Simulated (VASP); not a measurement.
A run of VASP 6.6.1 is set up as follows.

Contents of INCAR:

```
PREC     = Accurate       # precision mode
ENCUT    = 520            # plane-wave cutoff, eV
EDIFF    = 1E-7           # SCF threshold, eV
ISMEAR   = 0              # smearing method
SIGMA    = 0.1            # smearing width, eV
LREAL    = False          # projectors in reciprocal space
LASPH    = True           # aspherical terms in the spheres
NELM     = 150            # most SCF steps
ALGO     = Fast           # electronic algorithm
ISIF     = 2              # what is computed and relaxed
LWAVE    = False          # write WAVECAR
LCHARG   = False          # write CHGCAR
ISPIN    = 2              # spin polarisation
MAGMOM   = -0.36 1.15 1.15 1.15 # initial moments
LORBIT   = 11             # projections on sites
LMAXMIX  = 4              # l up to which the mixer works
GGA      = PS             # functional
NBANDS   = 32             # bands
```

Contents of KPOINTS:

```
regular mesh
0
Gamma
  12 12 12
```

Contents of POSCAR:

```
TiCo3
1.0
    3.5283917755      0.0000000000      0.0000000000
    0.0000000000      3.5283917755      0.0000000000
    0.0000000000      0.0000000000      3.5283917755
Ti Co
1 3
Direct
    0.0000000000      0.0000000000      0.0000000000
    0.0000000000      0.5000000000      0.5000000000
    0.5000000000      0.0000000000      0.5000000000
    0.5000000000      0.5000000000      0.0000000000
```

Potentials or basis: VASP PAW PBE potentials, release 64 (Ti_sv, Co).

Run with:

```sh
$ cat potpaw_PBE.64/Ti_sv/POTCAR potpaw_PBE.64/Co/POTCAR > POTCAR
$ mpirun -np 1 vasp_std > vasp.out
```

(1) Predict the site moments.

(2) Estimate the net moment.

(3) Estimate the pressure.

## Answers

(1) Ti -0.08; Co +0.26 μB.

(2) 0.69 μB per cell.

(3) -0.7 GPa.

Caveat: the PAW data sets were made with another functional, which shifts forces and pressure a little.
